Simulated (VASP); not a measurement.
# WC (P-6m2) in VASP: further runs

Runs on WC. Level: PBEsol. Tasks: single point.

Everything below comes from runs of VASP 6.6.1. Logs are shortened: lines on timing, memory, paths and dates and some standing lists are left out, and cuts for length are marked.

**1. The cell of the first run**

The structure is hexagonal, space group P-6m2 (No. 187). The conventional cell has a = 2.842 Å, b = 2.842 Å, c = 2.772 Å, α = 90.00°, β = 90.00°, γ = 120.00°. Within 2.8 Å of W (site symmetry -6m2) lie 6 C at 2.15 Å and 2 W at 2.77 Å. C (site symmetry -6m2) has 6 W at 2.15 Å and 2 C at 2.77 Å within 2.8 Å.

**2. Single point, PBEsol (volume scaled by 0.9405)**

INCAR reads:

```
SYSTEM = WC
ALGO = Normal ; EDIFF = 1E-6
ENCUT = 520 ; GGA = PS
ISIF = 2 ; ISMEAR = -1
LASPH = .TRUE. ; LCHARG = .TRUE.
LELF = .TRUE. ; LREAL = .FALSE.
LVHAR = .TRUE. ; LWAVE = .FALSE.
NBANDS = 16 ; NELM = 100
PREC = Accurate ; SIGMA = 0.05
```

KPOINTS reads:

```
k-points
0
G
  13 13 12
  0 0 0
```

POSCAR reads:

```
WC
1.0
    2.8417946007      0.0000000000      0.0000000000
   -1.4208973004      2.4610663166      0.0000000000
    0.0000000000      0.0000000000      2.7717403707
W C
1 1
Direct
    0.0000000000      0.0000000000      0.0000000000
    0.6666666667      0.3333333333      0.5000000000
```

Potentials or basis: VASP PAW PBE potentials, release 64 (W_sv, C).

Launch:

```console
$ cat potpaw_PBE.64/W_sv/POTCAR potpaw_PBE.64/C/POTCAR > POTCAR
$ mpirun -np 1 vasp_std > vasp.out
```

OUTCAR:

```text
SYSTEM = WC
   EDIFF = 1E-6
   ENCUT = 520
   GGA = PS
   ISIF = 2
   ISMEAR = -1
   LASPH = .TRUE.
   LREAL = .FALSE.
   NELM = 100
   PREC = Accurate

 ion  position               nearest neighbor table
   1  0.000  0.000  0.000-   2 2.15   2 2.15   2 2.15   2 2.15   2 2.15   2 2.15
   2  0.667  0.333  0.500-   1 2.15   1 2.15   1 2.15   1 2.15   1 2.15   1 2.15

  LATTYP: Found a hexagonal cell.
 ALAT       =     2.8417946007
 C/A-ratio  =     0.9753485949

  Lattice vectors:

 A1 = (   2.8417946007,   0.0000000000,   0.0000000000)
 A2 = (  -1.4208973004,   2.4610663166,   0.0000000000)
 A3 = (   0.0000000000,   0.0000000000,   2.7717403707)

Analysis of symmetry for initial positions (statically):
=====================================================================
 Subroutine PRICEL returns:
 Original cell was already a primitive cell.

 Routine SETGRP: Setting up the symmetry group for a
 hexagonal supercell.

 Subroutine GETGRP returns: Found 12 space group operations
 (whereof 12 operations were pure point group operations)
 out of a pool of 24 trial point group operations.

The static configuration has the point symmetry D_3h.

Analysis of symmetry for dynamics (positions and initial velocities):
=====================================================================
 Subroutine PRICEL returns:
 Original cell was already a primitive cell.

 Routine SETGRP: Setting up the symmetry group for a
 hexagonal supercell.

 Subroutine GETGRP returns: Found 12 space group operations
 (whereof 12 operations were pure point group operations)
 out of a pool of 24 trial point group operations.

The dynamic configuration has the point symmetry D_3h.

 Subroutine INISYM returns: Found 12 space group operations
 (whereof 12 operations are pure point group operations),
 and found     1 'primitive' translations

----------------------------------------------------------------------------------------

                                     Primitive cell

  volume of cell :      19.3851

  direct lattice vectors                    reciprocal lattice vectors
     2.841794601  0.000000000  0.000000000     0.351890316  0.203163969  0.000000000
    -1.420897300  2.461066317  0.000000000     0.000000000  0.406327937  0.000000000
     0.000000000  0.000000000  2.771740371     0.000000000  0.000000000  0.360784152

  length of vectors
     2.841794601  2.841794601  2.771740371     0.406327937  0.406327937  0.360784152

  position of ions in fractional coordinates (direct lattice)
     0.000000000  0.000000000  0.000000000
     0.666666667  0.333333333  0.500000000

  ion indices of the primitive-cell ions
   primitive index   ion index
                 1           1
                 2           2

----------------------------------------------------------------------------------------

 KPOINTS: k-points

Automatic generation of k-mesh.
 Grid dimensions read from file:
 generate k-points for:   13   13   12

 Generating k-lattice:

  Cartesian coordinates                     Fractional coordinates (reciprocal lattice)
     0.027068486  0.015627998  0.000000000     0.076923077  0.000000000  0.000000000
     0.000000000  0.031255995  0.000000000     0.000000000  0.076923077  0.000000000
     0.000000000  0.000000000  0.030065346     0.000000000  0.000000000  0.083333333

  Length of vectors
     0.031255995  0.031255995  0.030065346

  Shift w.r.t. Gamma in fractional coordinates (k-lattice)
     0.000000000  0.000000000  0.000000000

 Subroutine IBZKPT returns following result:
 ===========================================

 Found    147 irreducible k-points:

 Following reciprocal coordinates:
            Coordinates               Weight
  0.000000  0.000000  0.000000      1.000000
  0.076923  0.000000  0.000000      6.000000
  0.153846  0.000000  0.000000      6.000000
  0.230769  0.000000  0.000000      6.000000
  0.307692  0.000000  0.000000      6.000000
  0.384615  0.000000  0.000000      6.000000
[... 16 lines left out ...]
  0.076923  0.000000  0.083333     12.000000
  0.153846  0.000000  0.083333     12.000000
 [... further k-points ...]
   k-points           NKPTS =    147   k-points in BZ     NKDIM =    147   number of bands    NBANDS=     16
   number of dos      NEDOS =    301   number of ions     NIONS =      2
   total plane-waves  NPLWV =  13824
   dimension x,y,z NGX =    24 NGY =   24 NGZ =   24
   dimension x,y,z NGXF=    48 NGYF=   48 NGZF=   48
   ions per type =               1   1
   NGX,Y,Z   is equivalent  to a cutoff of  14.04, 14.04, 14.39 a.u.
   NGXF,Y,Z  is equivalent  to a cutoff of  28.08, 28.08, 28.79 a.u.
 SYSTEM =  WC
   PREC   = accura    normal or accurate (medium, high low for compatibility)
   ISTART =      0    job   : 0-new  1-cont  2-samecut
   ICHARG =      2    charge: 1-file 2-atom 10-const
   ISPIN  =      1    spin polarized calculation?
   LNONCOLLINEAR =      F non collinear calculations
   LSORBIT =      F    spin-orbit coupling
   LASPH  =      T    aspherical Exc in radial PAW
   ENCUT  =  520.0 eV  38.22 Ry    6.18 a.u.   5.28  5.28  5.15*2*pi/ulx,y,z
   NELM   =    100;   NELMIN=  2; NELMDL= -5     # of ELM steps
   EDIFF  = 0.1E-05   stopping-criterion for ELM
   LREAL  =      F    real-space projection
   EDIFFG = 0.1E-04   stopping-criterion for IOM
   NSW    =      0    number of steps for IOM
   IBRION =     -1    ionic relax: 0-MD 1-quasi-New 2-CG
   NFREE  =      0    steps in history (QN), initial steepest desc. (CG)
   ISIF   =      2    stress and relaxation
   ISYM   =      2    0-nonsym 1-usesym 2-fastsym
   POTIM  = 0.5000    time-step for ionic-motion
   TEBEG  =    0.0;   TEEND  =   0.0 temperature during run
   PSTRESS=    0.0 pullay stress
   NELECT =      18.0000    total number of electrons
   NUPDOWN=      -1.0000    fix difference up-down
   EMIN   =  10.00;   EMAX   =-10.00  energy-range for DOS
   EFERMI =   0.00;   METHOD = LEGACY
   ISMEAR =    -1;   SIGMA  =   0.05  broadening in eV -4-tet -1-fermi 0-gaus
   EFERMI_NEDOS =   21; number of points for ismear=-14 and -15
   IALGO  =     38    algorithm
   IMIX   =      4    mixing-type and parameters
     AMIX     =   0.40;   BMIX     =  1.00
     AMIX_MAG =   1.60;   BMIX_MAG =  1.00
  volume/ion in A,a.u.               =       9.69        65.41
  Fermi-wavevector in a.u.,A,eV,Ry     =   1.597139  3.018156 34.706478  2.550854
  Thomas-Fermi vector in A             =   2.694792
   LORBIT       =      0    0 simple, 1 ext, 2 COOP (PROOUT), +10 PAW based schemes
   GGA     = PS    functional components
   LHFCALC =     F    Hartree Fock is set to
   AEXX    =    0.0000 exact exchange contribution
   IVDW    =     0    specifies the selected vdW correction
   LEPSILON=     F    determine dielectric tensor
   LRPA    =     F    only Hartree local field effects (RPA)
 non-spin polarized calculation
  energy-cutoff  :      520.00
  volume of cell :       19.39
 maximum number of plane-waves:       533
 NGX is ok and might be reduce to    24
   NGX = 11   NGY = 11   NGZ = 11

 number of electron      18.0000000 magnetization

 Free energy of the ion-electron system (eV)
  ---------------------------------------------------
  ext. energy  EPLUGINS =         0.00000000
  ---------------------------------------------------
  free energy    TOTEN  =       -23.79291883 eV

  energy without entropy =      -23.79085061  energy(sigma->0) =      -23.79188472

 E-fermi :  11.9575     XC(G=0): -14.3080

 val. band max:       11.9078965201   @ k =   0.0769   0.0769   0.5000
 cond. band min:      12.0122518792   @ k =   0.0769   0.0769   0.3333
 fundamental gap:      0.1043553591
 Fermi energy:        11.9574846450

 k-point     1 :       0.0000    0.0000    0.0000
  band No.  band energies     occupation
      1     -61.8568      2.00000
      2     -25.8403      2.00000
      3     -25.7135      2.00000
      4     -25.7135      2.00000
      5      -3.0251      2.00000
      6       7.1952      2.00000
[... 8 lines left out ...]
     15      26.9782      0.00000
     16      29.2705      0.00000

 k-point     2 :       0.0769    0.0000    0.0000
  band No.  band energies     occupation
      1     -61.8522      2.00000
      2     -25.8320      2.00000
      3     -25.7774      2.00000
      4     -25.7277      2.00000
      5      -2.8533      2.00000
      6       7.2480      2.00000
[... 8 lines left out ...]
     15      26.5788      0.00000
     16      29.6255      0.00000

 k-point     3 :       0.1538    0.0000    0.0000
  band No.  band energies     occupation
      1     -61.8395      2.00000
      2     -25.9515      2.00000
      3     -25.8090      2.00000
      4     -25.7669      2.00000
      5      -2.3661      2.00000
      6       6.9703      2.00000
[... 8 lines left out ...]
     15      26.1400      0.00000
     16      30.6128      0.00000

 k-point     4 :       0.2308    0.0000    0.0000
  band No.  band energies     occupation
      1     -61.8214      2.00000
      2     -26.1899      2.00000
      3     -25.8217      2.00000
      4     -25.7764      2.00000
      5      -1.6428      2.00000
      6       6.2144      2.00000
[... 8 lines left out ...]
     15      26.2722      0.00000
     16      30.8711      0.00000

 k-point     5 :       0.3077    0.0000    0.0000
  band No.  band energies     occupation
      1     -61.8022      2.00000
      2     -26.4347      2.00000
      3     -25.8792      2.00000
      4     -25.7416      2.00000
      5      -0.8040      2.00000
      6       5.4777      2.00000
[... 8 lines left out ...]
     15      27.2759      0.00000
     16      30.0133      0.00000

 k-point     6 :       0.3846    0.0000    0.0000
  band No.  band energies     occupation
      1     -61.7863      2.00000
      2     -26.6317      2.00000
      3     -25.9264      2.00000
      4     -25.7126      2.00000
      5      -0.0171      2.00000
      6       4.9237      2.00000
[... 8 lines left out ...]
     15      27.0968      0.00000
     16      29.6318      0.00000

 k-point     7 :       0.4615    0.0000    0.0000
  band No.  band energies     occupation
      1     -61.7773      2.00000
      2     -26.7407      2.00000
      3     -25.9529      2.00000
      4     -25.6961      2.00000
      5       0.4883      2.00000
      6       4.6235      2.00000
[... 8 lines left out ...]
     15      25.7706      0.00000
     16      30.7898      0.00000

 k-point     8 :       0.0769    0.0769    0.0000
  band No.  band energies     occupation
      1     -61.8435      2.00000
      2     -25.8935      2.00000
      3     -25.8164      2.00000
      4     -25.7573      2.00000
      5      -2.5234      2.00000
      6       7.1295      2.00000
[... 8 lines left out ...]
     15      26.2329      0.00000
     16      30.2099      0.00000

 k-point     9 :       0.1538    0.0769    0.0000
  band No.  band energies     occupation
      1     -61.8281      2.00000
      2     -26.0923      2.00000
      3     -25.8117      2.00000
      4     -25.7886      2.00000
      5      -1.9151      2.00000
      6       6.5202      2.00000
[... 8 lines left out ...]
     15      26.1400      0.00000
     16      30.9264      0.00000
[... 172 lines left out ...]
 k-point    19 :       0.3077    0.2308    0.0000
  band No.  band energies     occupation
      1     -61.7719      2.00000
      2     -26.5875      2.00000
      3     -26.2070      2.00000
      4     -25.6865      2.00000
      5       0.9958      2.00000
      6       4.8822      2.00000
[... 8 lines left out ...]
     15      28.2394      0.00000
     16      29.7540      0.00000

 k-point    20 :       0.3846    0.2308    0.0000
  band No.  band energies     occupation
      1     -61.7684      2.00000
      2     -26.5992      2.00000
      3     -26.2495      2.00000
      4     -25.6801      2.00000
      5       1.2565      2.00000
      6       4.8451      2.00000
[... 8 lines left out ...]
     15      27.8149      0.00000
     16      29.8719      0.00000

 k-point    21 :       0.3077    0.3077    0.0000
  band No.  band energies     occupation
      1     -61.7668      2.00000
      2     -26.5243      2.00000
      3     -26.3533      2.00000
      4     -25.6771      2.00000
      5       1.4102      2.00000
      6       4.9422      2.00000
[... 8 lines left out ...]
     15      28.5337      0.00000
     16      29.1688      0.00000

 k-point    22 :       0.0000    0.0000    0.0833
  band No.  band energies     occupation
      1     -61.8530      2.00000
      2     -25.9084      2.00000
      3     -25.7077      2.00000
      4     -25.7077      2.00000
      5      -2.8363      2.00000
      6       7.1374      2.00000
[... 8 lines left out ...]
     15      27.3857      0.00000
     16      29.2882      0.00000

 k-point    23 :       0.0769    0.0000    0.0833
  band No.  band energies     occupation
      1     -61.8484      2.00000
      2     -25.9000      2.00000
      3     -25.7710      2.00000
      4     -25.7218      2.00000
      5      -2.6685      2.00000
      6       7.2153      2.00000
[... 8 lines left out ...]
     15      26.7347      0.00000
     16      29.5954      0.00000

 k-point    24 :       0.1538    0.0000    0.0833
  band No.  band energies     occupation
      1     -61.8357      2.00000
      2     -25.9462      2.00000
      3     -25.8742      2.00000
      4     -25.7609      2.00000
      5      -2.1940      2.00000
      6       7.0419      2.00000
[... 8 lines left out ...]
     15      26.0139      0.00000
     16      30.4750      0.00000

 [... further k-points ...]
[... 5 lines left out ...]
  --------------------------------------------------------------------------------------
  -------------------------------------------------------------------------------------
  Total        3.3681058      3.3681058      3.8772491     -0.0000000      0.0000000      0.0000000
  in kB      278.3734189    278.3734189    320.4540295     -0.0000000      0.0000000      0.0000000
  external PRESSURE =     292.4002891 kB  Pullay stress =       0.0000000 kB

 VOLUME and BASIS-vectors are now :
 -----------------------------------------------------------------------------
  energy-cutoff  :      520.00
  volume of cell :       19.39
      direct lattice vectors                 reciprocal lattice vectors
     2.841794601  0.000000000  0.000000000     0.351890316  0.203163969  0.000000000
    -1.420897300  2.461066317  0.000000000     0.000000000  0.406327937  0.000000000
     0.000000000  0.000000000  2.771740371     0.000000000  0.000000000  0.360784152

 POSITION                                       TOTAL-FORCE (eV/Angst)
 -----------------------------------------------------------------------------------
      0.00000      0.00000      0.00000         0.000000      0.000000      0.000000
      1.42090      0.82036      1.38587        -0.000000      0.000000      0.000000
 -----------------------------------------------------------------------------------
    total drift:                               -0.000000      0.000000      0.000000

  FREE ENERGIE OF THE ION-ELECTRON SYSTEM (eV)
  ---------------------------------------------------
  free  energy   TOTEN  =       -23.7929188288 eV

  energy  without entropy=      -23.7908506100  energy(sigma->0) =      -23.79188472
```

Run time: 16 s. Hardware: 1 thread of Intel Xeon 6975P-C (Granite Rapids), shared host; peak memory 0.17 GiB.

What came out:

| Property | Result |
| --- | --- |
| Free energy | -23.7929 eV |
| Pressure | 29.2 GPa |
| Band gap on the k mesh | zero (band 9 reaches 12.62 eV, above the bottom of band 10 at 11.25 eV) |

Levels at points of the mesh, in eV from the Fermi level:
| k point | band 7 | band 8 | band 9 | band 10 | band 11 | band 12 |
| --- | --- | --- | --- | --- | --- | --- |
| (0.00, 0.00, 0.00) | -3.66 | -3.66 | 0.12 | 3.53 | 3.53 | 6.02 |
| (0.00, 0.00, 0.50) | -2.23 | -2.23 | -0.71 | -0.71 | 3.97 | 4.68 |

Caveat: the cell differs from its parent crystal (volume scaled by 0.9405); the PAW data sets were made with another functional, which shifts forces and pressure a little; spin-orbit coupling is left out, which moves the levels of the heavy elements.

**3. Single point, PBEsol (volume scaled by 0.97)**

INCAR reads:

```
PREC = Accurate ; ENCUT = 520
EDIFF = 1E-6 ; ISMEAR = -1
SIGMA = 0.05 ; LREAL = False
LASPH = True ; NELM = 80
ALGO = Normal ; ISIF = 2
LWAVE = False ; LCHARG = True
GGA = PS ; LELF = True
LVHAR = True ; NBANDS = 16
```

KPOINTS reads:

```
regular mesh
0
Gamma
  13 13 12
```

POSCAR reads:

```
WC
1.0
    2.8712014385      0.0000000000      0.0000000000
   -1.4356007192      2.4865333851      0.0000000000
    0.0000000000      0.0000000000      2.8004222886
W C
1 1
Direct
    0.0000000000      0.0000000000      0.0000000000
    0.6666666667      0.3333333333      0.5000000000
```

Potentials or basis: VASP PAW PBE potentials, release 64 (W_sv, C).

Launch:

```console
$ cat potpaw_PBE.64/W_sv/POTCAR potpaw_PBE.64/C/POTCAR > POTCAR
$ mpirun -np 1 vasp_std > vasp.out
```

Wall time 15 s (1 thread of Intel Xeon 6975P-C (Granite Rapids), shared host); peak memory 0.17 GiB.

It converged, with:

```
Free energy            : -23.8743 eV
Pressure               : 13.8 GPa
Band gap on the k mesh : zero (band 9 reaches 12.15 eV, above the bottom of band 10 at 10.83 eV)
```

Stress tensor (GPa, compression positive):
```
13.21  0.00  0.00
 0.00 13.21  0.00
 0.00  0.00 15.09
```

Levels at points of the mesh, in eV from the Fermi level:
```tsv
k point	band 7	band 8	band 9	band 10	band 11	band 12
(0.00, 0.00, 0.00)	-3.51	-3.51	0.11	3.39	3.39	5.85
(0.00, 0.00, 0.50)	-2.13	-2.13	-0.66	-0.66	3.85	4.61
```

Caveat: the cell differs from its parent crystal (volume scaled by 0.97); the PAW data sets were made with another functional, which shifts forces and pressure a little; spin-orbit coupling is left out, which moves the levels of the heavy elements.

**4. Single point, PBEsol**

This run uses another cell than the first one, of 10.31 Å³/atom, 1.063 times its volume.

INCAR reads:

```
ALGO = Normal
EDIFF = 1E-6
ENCUT = 520
GGA = PS
ISIF = 2
ISMEAR = -1
LASPH = True
LCHARG = False
LREAL = False
LWAVE = False
NBANDS = 16
NELM = 60
PREC = Accurate
SIGMA = 0.05
```

KPOINTS reads:

```
k-points
0
Gamma
  13 13 12
```

POSCAR reads:

```
WC
1.0
    2.9005014360      0.0000000000      0.0000000000
   -1.4502507180      2.5119079273      0.0000000000
    0.0000000000      0.0000000000      2.8290000000
W C
1 1
Direct
    0.0000000000      0.0000000000      0.0000000000
    0.6666666667      0.3333333333      0.5000000000
```

Launch:

```console
$ cat potpaw_PBE.64/W_sv/POTCAR potpaw_PBE.64/C/POTCAR > POTCAR
$ mpirun -np 1 vasp_std > vasp.out
```

Wall time 15 s (1 thread of Intel Xeon 6975P-C (Granite Rapids), shared host); peak memory 0.17 GiB.

Results (log left out):

```
Free energy            : -23.9017 eV
Pressure               : 0.4 GPa
Band gap on the k mesh : zero (band 9 reaches 11.70 eV, above the bottom of band 10 at 10.43 eV)
```

Stress tensor (GPa, compression positive):
```
0.48 0.00 0.00
0.00 0.48 0.00
0.00 0.00 0.37
```

Levels at points of the mesh, in eV from the Fermi level:
```
           k point  band 5  band 6  band 7  band 8  band 9  band 10  band 11  band 12  band 13  band 14
(0.00, 0.00, 0.00)  -14.49   -4.38   -3.37   -3.37    0.11     3.25     3.25     5.69     5.69     6.44
(0.00, 0.00, 0.50)  -10.37   -8.73   -2.04   -2.04   -0.61    -0.61     3.72     4.54     4.54    10.00
```

Caveat: the PAW data sets were made with another functional, which shifts forces and pressure a little; spin-orbit coupling is left out, which moves the levels of the heavy elements.

**5. Summary**

```tsv
cell	gap on the mesh (eV)	pressure (GPa)
a = 2.842, b = 2.842, c = 2.772 Å, angles 90.0, 90.0, 120.0°, 2 atoms	none	29.2
a = 2.871, b = 2.871, c = 2.800 Å, angles 90.0, 90.0, 120.0°, 2 atoms	none	13.8
a = 2.901, b = 2.901, c = 2.829 Å, angles 90.0, 90.0, 120.0°, 2 atoms	none	0.4
```

Alike in all rows: task single point; level PBEsol; potentials or basis VASP PAW PBE potentials, release 64 (W_sv, C); no spin polarisation; k mesh 13 × 13 × 12; cutoff (eV) 520; smearing fermi-dirac 0.05 eV.

Caveats: the PAW data sets were made with another functional, which shifts forces and pressure a little; spin-orbit coupling is left out, which moves the levels of the heavy elements.

Absolute energies hang on the potentials; compare differences alone.
